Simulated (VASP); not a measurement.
A run of VASP 6.6.1 is set up as follows.

The input POSCAR:

```
Si
1.0
    5.4310000000      0.0000000000      0.0000000000
    0.0000000000      5.4310000000      0.0000000000
    0.0000000000      0.0000000000      5.4310000000
Si
8
Direct
    0.0000000000      0.0000000000      0.0000000000
    0.0000000000      0.5000000000      0.5000000000
    0.5000000000      0.0000000000      0.5000000000
    0.5000000000      0.5000000000      0.0000000000
    0.2550000000      0.2550000000      0.2550000000
    0.2550000000      0.7550000000      0.7550000000
    0.7550000000      0.2550000000      0.7550000000
    0.7550000000      0.7550000000      0.2550000000
```

Contents of INCAR.step1:

```
SYSTEM = Si
  PREC = Accurate
  ENCUT = 400
  EDIFF = 1E-5
  ISMEAR = 0
  SIGMA = 0.01
  LREAL = .FALSE.
  LASPH = .TRUE.
  NELM = 120
  ALGO = Normal
  ISIF = 2
  LWAVE = .TRUE.
  GGA = PE
  NBANDS = 26
  GGA_COMPAT = .FALSE.
```

INCAR.step2

```
SYSTEM = Si
  PREC = Accurate
  ENCUT = 400
  EDIFF = 1E-6
  ISMEAR = 0
  SIGMA = 0.01
  LREAL = .FALSE.
  LASPH = .TRUE.
  NELM = 120
  ALGO = Normal
  ISIF = 2
  LWAVE = .FALSE.
  LCHARG = .TRUE.
  GGA = PE
  LHFCALC = .TRUE.
  HFSCREEN = 0.2079
  PRECFOCK = Normal
  LELF = .TRUE.
  LVHAR = .TRUE.
  ISTART = 1
  NBANDS = 26
  GGA_COMPAT = .FALSE.
```

The input KPOINTS:

```
Automatic mesh
0
G
  1 1 1
  0 0 0
```

Potentials or basis: VASP PAW PBE potentials, release 64 (Si).

Command:

```console
$ cat potpaw_PBE.64/Si/POTCAR > POTCAR
$ cp INCAR.step1 INCAR
$ mpirun -np 1 vasp_gam > vasp.out
$ cp INCAR.step2 INCAR
$ mpirun -np 1 vasp_gam > vasp.out
```

Problem. Predict the band gap on the k mesh.

Solution. 1.41 eV.

Problem. What does it give for the pressure?

Solution. 8.3 GPa.

Problem. Estimate the largest force.

Solution. 0.840 eV/Å.

Forces in eV/Å, atoms in the order of the input:
```
Si   0.485  0.485  0.485
Si   0.485  0.485  0.485
Si   0.485  0.485  0.485
Si   0.485  0.485  0.485
Si  -0.485 -0.485 -0.485
Si  -0.485 -0.485 -0.485
Si  -0.485 -0.485 -0.485
Si  -0.485 -0.485 -0.485
```

Caveat: the k points lie up to 1.16 Å⁻¹ apart; the PAW data sets were made with another functional, which shifts forces and pressure a little. A k mesh can miss the band edges.
